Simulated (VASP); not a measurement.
# Al2InN3 (Cmc2_1) in VASP: further runs, part 2 of 2

VASP 6.6.1. Earlier steps stand in the parts before.

**4. Single point, PBE**

This run uses another cell than the first one, of 12.17 Å³/atom.

INCAR

```
SYSTEM = Al2InN3
PREC = Accurate
ENCUT = 520
EDIFF = 1E-7
ISMEAR = 0
SIGMA = 0.02
LREAL = .FALSE.
LASPH = .TRUE.
NELM = 80
ALGO = Normal
ISIF = 2
LWAVE = .FALSE.
LCHARG = .FALSE.
GGA = PE
NBANDS = 46
```

KPOINTS

```
Automatic mesh
0
G
  6 6 6
  0 0 0
```

POSCAR

```
Al2InN3
1.0
    4.9173014714     -2.8276076463      0.0000000000
    4.9173014714      2.8276076463      0.0000000000
    0.0000000000      0.0000000000      5.2495426505
Al In N
4 2 6
Direct
    0.5084270497      0.8348763714      0.9917459469
    0.1651236286      0.4915729503      0.9917459469
    0.4915729503      0.1651236286      0.4917459469
    0.8348763714      0.5084270497      0.4917459469
    0.8220824194      0.1779175806      0.9870039713
    0.1779175806      0.8220824194      0.4870039713
    0.5366882678      0.8336169800      0.3557173853
    0.1663830200      0.4633117322      0.3557173853
    0.4633117322      0.1663830200      0.8557173853
    0.8336169800      0.5366882678      0.8557173853
    0.7983440444      0.2016559556      0.4060693642
    0.2016559556      0.7983440444      0.9060693642
```

Potentials or basis: VASP PAW PBE potentials, release 64 (Al, In_d, N).

Run with:

```bash
$ cat potpaw_PBE.64/Al/POTCAR potpaw_PBE.64/In_d/POTCAR potpaw_PBE.64/N/POTCAR > POTCAR
$ mpirun -np 1 vasp_std > vasp.out
```

OUTCAR:

```text
SYSTEM = Al2InN3
   PREC = Accurate
   ENCUT = 520
   EDIFF = 1E-7
   ISMEAR = 0
   LREAL = .FALSE.
   LASPH = .TRUE.
   NELM = 80
   ISIF = 2
   GGA = PE

 ion  position               nearest neighbor table
   1  0.508  0.835  0.992-   9 1.90  10 1.91  12 1.91   7 1.92   3 3.20   3 3.20   4 3.21   4 3.21
                             2 3.22   2 3.22   5 3.22   6 3.23   5 3.23   6 3.27   5 3.36
   2  0.165  0.492  0.992-  10 1.90   9 1.91  12 1.91   8 1.92   4 3.20   4 3.20   3 3.21   3 3.21
                             1 3.22   1 3.22   5 3.22   6 3.23   5 3.23   6 3.27   5 3.36
   3  0.492  0.165  0.492-   7 1.90   8 1.91  11 1.91   9 1.92   1 3.20   1 3.20   2 3.21   2 3.21
                             4 3.22   4 3.22   6 3.22   5 3.23   6 3.23   5 3.27   6 3.36
   4  0.835  0.508  0.492-   8 1.90   7 1.91  11 1.91  10 1.92   2 3.20   2 3.20   1 3.21   1 3.21
                             3 3.22   3 3.22   6 3.22   5 3.23   6 3.23   5 3.27   6 3.36
   5  0.822  0.178  0.987-   9 2.18  10 2.18  12 2.19  11 2.20   1 3.22   2 3.22   4 3.23   3 3.23
                             2 3.23   1 3.23   4 3.27   3 3.27   6 3.31   6 3.31   2 3.36   1 3.36
   6  0.178  0.822  0.487-   7 2.18   8 2.18  11 2.19  12 2.20   4 3.22   3 3.22   2 3.23   1 3.23
                             4 3.23   3 3.23   2 3.27   1 3.27   5 3.31   5 3.31   4 3.36   3 3.36
   7  0.537  0.834  0.356-   3 1.90   4 1.91   1 1.92   6 2.18
   8  0.166  0.463  0.356-   4 1.90   3 1.91   2 1.92   6 2.18
   9  0.463  0.166  0.856-   1 1.90   2 1.91   3 1.92   5 2.18
  10  0.834  0.537  0.856-   2 1.90   1 1.91   4 1.92   5 2.18
  11  0.798  0.202  0.406-   3 1.91   4 1.91   6 2.19   5 2.20
  12  0.202  0.798  0.906-   1 1.91   2 1.91   5 2.19   6 2.20

  LATTYP: Found a base centered orthorhombic cell.
 ALAT       =     5.6552152926
 B/A-ratio  =     1.7390324566
 C/A-ratio  =     0.9282657474

  Lattice vectors:

 A1 = (  -4.9173014714,  -2.8276076463,   0.0000000000)
 A2 = (   4.9173014714,  -2.8276076463,   0.0000000000)
 A3 = (   0.0000000000,   0.0000000000,   5.2495426505)

Analysis of symmetry for initial positions (statically):
=====================================================================
 Subroutine PRICEL returns:
 Original cell was already a primitive cell.

 Routine SETGRP: Setting up the symmetry group for a
 base centered orthorhombic supercell.

 Subroutine GETGRP returns: Found  4 space group operations
 (whereof  2 operations were pure point group operations)
 out of a pool of  8 trial point group operations.

The static configuration has the point symmetry C_1h.
 The point group associated with its full space group is C_2v.

Analysis of symmetry for dynamics (positions and initial velocities):
=====================================================================
 Subroutine PRICEL returns:
 Original cell was already a primitive cell.

 Routine SETGRP: Setting up the symmetry group for a
 base centered orthorhombic supercell.

 Subroutine GETGRP returns: Found  4 space group operations
 (whereof  2 operations were pure point group operations)
 out of a pool of  8 trial point group operations.

The dynamic configuration has the point symmetry C_1h.
 The point group associated with its full space group is C_2v.

 Subroutine INISYM returns: Found  4 space group operations
 (whereof  2 operations are pure point group operations),
 and found     1 'primitive' translations

----------------------------------------------------------------------------------------

                                     Primitive cell

  volume of cell :     145.9814

[... 93 lines left out ...]
   dimension x,y,z NGX =    42 NGY =   42 NGZ =   40
   dimension x,y,z NGXF=    84 NGYF=   84 NGZF=   80
   ions per type =               4   2   6
   NGX,Y,Z   is equivalent  to a cutoff of  12.31, 12.31, 12.67 a.u.
   NGXF,Y,Z  is equivalent  to a cutoff of  24.62, 24.62, 25.33 a.u.
 SYSTEM =  Al2InN3
   PREC   = accura    normal or accurate (medium, high low for compatibility)
   ISTART =      0    job   : 0-new  1-cont  2-samecut
   ICHARG =      2    charge: 1-file 2-atom 10-const
   ISPIN  =      1    spin polarized calculation?
   LNONCOLLINEAR =      F non collinear calculations
   LSORBIT =      F    spin-orbit coupling
   LASPH  =      T    aspherical Exc in radial PAW
   ENCUT  =  520.0 eV  38.22 Ry    6.18 a.u.  10.55 10.55  9.76*2*pi/ulx,y,z
   NELM   =     80;   NELMIN=  2; NELMDL= -5     # of ELM steps
   EDIFF  = 0.1E-06   stopping-criterion for ELM
   LREAL  =      F    real-space projection
   EDIFFG = 0.1E-05   stopping-criterion for IOM
   NSW    =      0    number of steps for IOM
   IBRION =     -1    ionic relax: 0-MD 1-quasi-New 2-CG
   NFREE  =      0    steps in history (QN), initial steepest desc. (CG)
   ISIF   =      2    stress and relaxation
   ISYM   =      2    0-nonsym 1-usesym 2-fastsym
   POTIM  = 0.5000    time-step for ionic-motion
   TEBEG  =    0.0;   TEEND  =   0.0 temperature during run
   PSTRESS=    0.0 pullay stress
   NELECT =      68.0000    total number of electrons
   NUPDOWN=      -1.0000    fix difference up-down
   EMIN   =  10.00;   EMAX   =-10.00  energy-range for DOS
   EFERMI =   0.00;   METHOD = LEGACY
   ISMEAR =     0;   SIGMA  =   0.02  broadening in eV -4-tet -1-fermi 0-gaus
   EFERMI_NEDOS =   21; number of points for ismear=-14 and -15
   IALGO  =     38    algorithm
   IMIX   =      4    mixing-type and parameters
     AMIX     =   0.40;   BMIX     =  1.00
     AMIX_MAG =   1.60;   BMIX_MAG =  1.00
  volume/ion in A,a.u.               =      12.17        82.09
  Fermi-wavevector in a.u.,A,eV,Ry     =   1.269050  2.398156 21.912010  1.610487
  Thomas-Fermi vector in A             =   2.402112
   LORBIT       =      0    0 simple, 1 ext, 2 COOP (PROOUT), +10 PAW based schemes
   GGA     = PE    functional components
   LHFCALC =     F    Hartree Fock is set to
   AEXX    =    0.0000 exact exchange contribution
   IVDW    =     0    specifies the selected vdW correction
   LEPSILON=     F    determine dielectric tensor
   LRPA    =     F    only Hartree local field effects (RPA)
 non-spin polarized calculation
 Gauss-broadening in eV      SIGMA  =   0.02
  energy-cutoff  :      520.00
  volume of cell :      145.98
 maximum number of plane-waves:      3960
   NGX = 21   NGY = 21   NGZ = 19

 number of electron      68.0000012 magnetization

 Free energy of the ion-electron system (eV)
  ---------------------------------------------------
  ext. energy  EPLUGINS =         0.00000000
  ---------------------------------------------------
  free energy    TOTEN  =       -80.83285364 eV

  energy without entropy =      -80.83285364  energy(sigma->0) =      -80.83285364

 E-fermi :   6.2034     XC(G=0): -10.8552

 val. band max:        6.0687613785   @ k =   0.0000   0.0000   0.0000
 cond. band min:       8.2296203724   @ k =   0.0000   0.0000   0.0000
 fundamental gap:      2.1608589939
 Fermi energy:         6.2033999943

 k-point     1 :       0.0000    0.0000    0.0000
  band No.  band energies     occupation
      1      -8.6042      2.00000
      2      -8.0643      2.00000
      3      -7.7385      2.00000
      4      -7.5490      2.00000
      5      -7.5031      2.00000
      6      -7.3732      2.00000
[... 1165 lines left out ...]
     45      15.1560      0.00000
     46      15.3514      0.00000

 [... further k-points ...]
[... 5 lines left out ...]
  --------------------------------------------------------------------------------------
  -------------------------------------------------------------------------------------
  Total       -0.1081849     -0.0715514     -0.0799287      0.0000000      0.0000000      0.0000000
  in kB       -1.1873533     -0.7852917     -0.8772352      0.0000000      0.0000000      0.0000000
  external PRESSURE =      -0.9499601 kB  Pullay stress =       0.0000000 kB

 VOLUME and BASIS-vectors are now :
 -----------------------------------------------------------------------------
  energy-cutoff  :      520.00
  volume of cell :      145.98
      direct lattice vectors                 reciprocal lattice vectors
     4.917301471 -2.827607646  0.000000000     0.101681787 -0.176827928  0.000000000
     4.917301471  2.827607646  0.000000000     0.101681787  0.176827928  0.000000000
     0.000000000  0.000000000  5.249542650     0.000000000  0.000000000  0.190492785

 POSITION                                       TOTAL-FORCE (eV/Angst)
 -----------------------------------------------------------------------------------
      6.60543      0.92307      5.20621        -0.001738      0.000780     -0.000654
      3.22918      0.92307      5.20621         0.001738      0.000780     -0.000654
      3.22918     -0.92307      2.58144         0.001738     -0.000780     -0.000654
      6.60543     -0.92307      2.58144        -0.001738     -0.000780     -0.000654
      4.91730     -1.82145      5.18132         0.000000      0.002308     -0.003672
      4.91730      1.82145      2.55655         0.000000     -0.002308     -0.003672
      6.73820      0.83960      1.86735         0.021931     -0.011194     -0.007893
      3.09640      0.83960      1.86735        -0.021931     -0.011194     -0.007893
      3.09640     -0.83960      4.49212        -0.021931      0.011194     -0.007893
      6.73820     -0.83960      4.49212         0.021931      0.011194     -0.007893
      4.91730     -1.68720      2.13168         0.000000      0.031970      0.020765
      4.91730      1.68720      4.75645         0.000000     -0.031970      0.020765
 -----------------------------------------------------------------------------------
    total drift:                               -0.000000      0.000000      0.001142

  FREE ENERGIE OF THE ION-ELECTRON SYSTEM (eV)
  ---------------------------------------------------
  free  energy   TOTEN  =       -80.8328536381 eV

  energy  without entropy=      -80.8328536381  energy(sigma->0) =      -80.83285364
```

Run time: 11 min. Hardware: 1 thread of Intel Xeon 8259CL, shared host; peak memory 0.44 GiB.

What came out:

```
Free energy            : -80.8329 eV
Pressure               : -0.1 GPa
Largest force          : 0.038 eV/Å
Band gap on the k mesh : 2.16 eV
```

Forces on the atoms (eV/Å):
```
Al  -0.002  0.001 -0.001
Al   0.002  0.001 -0.001
Al   0.002 -0.001 -0.001
Al  -0.002 -0.001 -0.001
In   0.000  0.002 -0.004
In   0.000 -0.002 -0.004
N    0.022 -0.011 -0.008
N   -0.022 -0.011 -0.008
N   -0.022  0.011 -0.008
N    0.022  0.011 -0.008
N    0.000  0.032  0.021
N    0.000 -0.032  0.021
```

Caveat: spin-orbit coupling is left out, which moves the levels of the heavy elements. A k mesh can miss the band edges.

**5. The runs side by side**

| cell | k mesh | smearing | gap on the mesh (eV) | pressure (GPa) | largest force (eV/Å) |
| --- | --- | --- | --- | --- | --- |
| a = 5.629, b = 5.629, c = 5.199 Å, angles 90.0, 90.0, 59.8°, 12 atoms | 4 × 4 × 4 | gaussian 0.1 eV | 2.29 | 4.3 | 0.02 |
| a = 5.672, b = 5.672, c = 5.245 Å, angles 90.0, 90.0, 59.8°, 12 atoms | 4 × 4 × 4 | gaussian 0.1 eV | 2.16 | 0.1 | 0.01 |
| a = 5.672, b = 5.672, c = 5.250 Å, angles 90.0, 90.0, 59.8°, 12 atoms | 6 × 6 × 6 | gaussian 0.02 eV | 2.16 | -0.1 | 0.04 |

Alike in all rows: task single point; level PBE; potentials or basis VASP PAW PBE potentials, release 64 (Al, In_d, N); no spin polarisation; cutoff (eV) 520.

Caveats: spin-orbit coupling is left out, which moves the levels of the heavy elements; the cell stands under pressure (at least some runs).

Absolute energies hang on the potentials; compare differences alone.
